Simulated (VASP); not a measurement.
Write the native input for VASP 6.6.1 that does the following.

* Task: single point
* Functional: PBE
* Potentials or basis: VASP PAW PBE potentials, release 64 (Na_pv, F)
* Cutoff: 520 eV
* k mesh: 4 × 4 × 4
* Occupations: gaussian, width 0.1 eV
* Spin: collinear spin
* Starting moments: [0.0, 0.0, 0.0, 0.0, 1.0, 1.0, 1.0] μB
* Dipole correction: no
* Further INCAR settings: ALGO = Normal; EDIFF = 1e-07; NBANDS = 38

The structure of Na4F3 lies in POSCAR:

```
Na4F3
1.0
    5.2728810291      0.0000000000      0.0000000000
    0.0000000000      5.2728810291      0.0000000000
    0.0000000000      0.0000000000      5.2728810291
Na F
4 3
Direct
    0.2633720560      0.2633720560      0.2633720560
    0.7366279440      0.7366279440      0.2633720560
    0.7366279440      0.2633720560      0.7366279440
    0.2633720560      0.7366279440      0.7366279440
    0.0000000000      0.5000000000      0.5000000000
    0.5000000000      0.0000000000      0.5000000000
    0.5000000000      0.5000000000      0.0000000000
```

The cell was generated, and may not be a known phase.

These files were run (other wordings do the same):

INCAR

```
PREC = Accurate ; ENCUT = 520
EDIFF = 1E-7 ; ISMEAR = 0
SIGMA = 0.1 ; LREAL = F
LASPH = T ; NELM = 150
ALGO = Normal ; ISIF = 2
LWAVE = F ; LCHARG = F
ISPIN = 2 ; MAGMOM = 0 0 0 0 1 1 1
LORBIT = 11 ; GGA = PE
NBANDS = 38
```

KPOINTS

```
Automatic mesh
0
Gamma
  4 4 4
```

Potentials or basis: VASP PAW PBE potentials, release 64 (Na_pv, F).

The run is started by

```console
$ cat potpaw_PBE.64/Na_pv/POTCAR potpaw_PBE.64/F/POTCAR > POTCAR
$ mpirun -np 1 vasp_std > vasp.out
```

It gave:

```yaml
Pressure: 0.0 GPa
Largest_force: 0.010 eV/Å
Net_moment: -0.01 μB per cell
Valence_electrons_inside_the_program's_atomic_spheres: Na 6.04; F 6.09
```

It took 3.4 min on 1 thread of AMD EPYC 7R43 64-Core Processor (Zen 3), with other jobs on the host, peak memory 0.29 GiB.
